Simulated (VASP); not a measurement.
Nb, 1 atom in the cell. Symmetry: I4/mmm, No. 139, tetragonal system. Conventional cell: a = 3.228 Å, b = 3.228 Å, c = 3.328 Å, α = 90.00°, β = 90.00°, γ = 90.00°. Within 3.7 Å of Nb (site symmetry 4/mmm) lie 14 Nb at 2.82 to 3.33 Å.  This cell differs from its parent crystal: strain -0.030 along x and y, +0.000 along z.

- Program: VASP 6.6.1
- Task: single point
- Functional: PBEsol
- Potentials or basis: VASP PAW PBE potentials, release 64 (Nb_sv)
- Cutoff: 520 eV
- k mesh: 20 × 20 × 20
- Occupations: gaussian, width 0.15 eV
- Spin: no spin polarisation
- Dipole correction: no
- Further INCAR settings: ALGO = Fast; EDIFF = 1e-06; NBANDS = 12

Potentials or basis: VASP PAW PBE potentials, release 64 (Nb_sv).

Launch:

```sh
$ cat potpaw_PBE.64/Nb_sv/POTCAR > POTCAR
$ mpirun -np 1 vasp_std > vasp.out
```

Hardware: 1 thread of AMD EPYC 9R45 96-Core Processor (Zen 5) (shared host).

Task: Estimate the wall time of this run.

Result: It took 3.4 min on 1 thread of AMD EPYC 9R45 96-Core Processor (Zen 5), with other jobs on the host, peak memory 0.21 GiB. Counts: scf iterations 22, k points 641.
